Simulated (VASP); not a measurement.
A run of VASP 6.6.1 is set up as follows.

INCAR

```
ALGO = Fast
EDIFF = 1E-6
ENCUT = 520
GGA = PE
ISIF = 2
ISMEAR = 0
LASPH = True
LCHARG = False
LREAL = False
LWAVE = False
NBANDS = 11
NELM = 80
PREC = Accurate
SIGMA = 0.15
```

The input KPOINTS:

```
k-points
0
Gamma
  15 15 12
```

File POSCAR:

```
Ba
1.0
    4.0960330130      0.0000000000      0.0000000000
   -2.0480165065      3.5472686440      0.0000000000
    0.0000000000      0.0000000000      4.1090839650
Ba
1
Direct
    0.0000000000      0.0000000000      0.0000000000
```

Potentials or basis: VASP PAW PBE potentials, release 64 (Ba_sv).

Command:

```console
$ cat potpaw_PBE.64/Ba_sv/POTCAR > POTCAR
$ mpirun -np 1 vasp_std > vasp.out
```

(1) Estimate the pressure.

(2) What does it give for the band gap on the k mesh?

Answers

(1) 0.5 GPa.

(2) zero (bands 5 and 6 overlap by 0.92 eV).

Caveat: the cell differs from its parent crystal (strain -0.050 along x and y, +0.050 along z); spin-orbit coupling is left out, which moves the levels of the heavy elements.
